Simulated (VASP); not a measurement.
The system is SnSe.

```xyz
2
Lattice="0.0000 3.0100 3.0100 3.0100 0.0000 3.0100 3.0100 3.0100 0.0000" Properties=species:S:1:pos:R:3 pbc="T T T"
Sn    0.0000    0.0000    0.0000
Se    3.0100    3.0100    3.0100
```

```yaml
Program: VASP 6.6.1
Task: relaxation of cell and atoms
Functional: revPBE
Dispersion: D3(BJ)
Potentials_or_basis: VASP PAW PBE potentials, release 64 (Sn_d, Se)
Cutoff: 600 eV
k_mesh: 8 × 8 × 8
Occupations: fermi-dirac, width 0.05 eV
Spin: no spin polarisation
```

At the start: pressure -1.9 GPa; volume 27.27 Å³/atom.

Q: How do energy, volume and symmetry change on relaxing?

A: Over 3 steps the energy falls by 6.5 meV/atom and the volume is 26.24 Å³/atom (-3.8 %); space group Fm-3m (No. 225, to 0.05 Å).

The path:
| step | energy change (eV) | largest force (eV/Å) | pressure (GPa) | volume (Å³) |
| --- | --- | --- | --- | --- |
| 1 | 0.0000 | 0.0000 | -1.94 | 54.54 |
| 2 | -0.0122 | 0.0000 | 0.54 | 51.97 |
| 3 | -0.0130 | 0.0000 | 0.02 | 52.47 |

Final structure:
```
Sn Se
1.0
     0.00000    2.97143    2.97143
     2.97143    0.00000    2.97143
     2.97143    2.97143    0.00000
Sn Se
1 1
Direct
  0.00000 0.00000 0.00000
  0.50000 0.50000 0.50000
```

Caveat: the PAW data sets were made with another functional, which shifts forces and pressure a little.
